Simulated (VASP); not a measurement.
Crystal: MgO.

```
Mg O
1.0
     2.93802    0.00000    0.00000
    -1.46901    2.54440    0.00000
     0.00000    0.00000    2.67968
Mg O
1 1
Direct
  0.00000 0.00000 0.00000
  0.33333 0.66667 0.50000
```

Program: VASP 6.6.1. Alike in all runs: task single point; potentials or basis VASP PAW PBE potentials, release 64 (Mg, O); no spin polarisation; cell as given; k mesh 5 × 5 × 5; cutoff (eV) 520; smearing fermi-dirac 0.05 eV.

Task: Order these runs on this cell by their pressure, lowest first.
A. level PBE-based screened hybrid with 25 % exact exchange; share of exact exchange 0.25; screening parameter 0.1 1/Å
B. level r2SCAN0; share of exact exchange 0.25
C. level r2SCAN50; share of exact exchange 0.5

Result: C (-12.2 GPa), B (-9.3 GPa), A (-6.2 GPa).

Caveats: all runs use coarse meshes; the PAW data sets were made with another functional, which shifts forces and pressure a little.
